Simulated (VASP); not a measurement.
Input of a VASP 6.6.1 run:

INCAR

```
SYSTEM = Tl
PREC = Accurate ; ENCUT = 520
EDIFF = 1E-6 ; ISMEAR = -1
SIGMA = 0.05 ; LREAL = .FALSE.
LASPH = .TRUE. ; NELM = 80
ALGO = Normal ; ISIF = 2
LWAVE = .FALSE. ; LCHARG = .FALSE.
GGA = CA ; NBANDS = 20
```

KPOINTS

```
regular mesh
0
G
  11 11 6
  0 0 0
```

POSCAR

```
Tl
1.0
    3.4559983565      0.0000000000      0.0000000000
   -1.7279991783      2.9929823722      0.0000000000
    0.0000000000      0.0000000000      5.4697500000
Tl
2
Direct
    0.3333333333      0.6666666667      0.2500000000
    0.6666666667      0.3333333333      0.7500000000
```

Potentials or basis: VASP PAW LDA potentials, release 64 (Tl_d).

Command:

```console
$ cat potpaw_LDA.64/Tl_d/POTCAR > POTCAR
$ mpirun -np 1 vasp_std > vasp.out
```

(1) Predict the pressure.

(2) Predict the band gap on the k mesh.

## Answers

(1) -1.3 GPa.

(2) zero (bands 13 and 14 overlap by 5.82 eV).

Caveat: the cell differs from its parent crystal (zz strain of -1 %); spin-orbit coupling is left out, which moves the levels of the heavy elements.
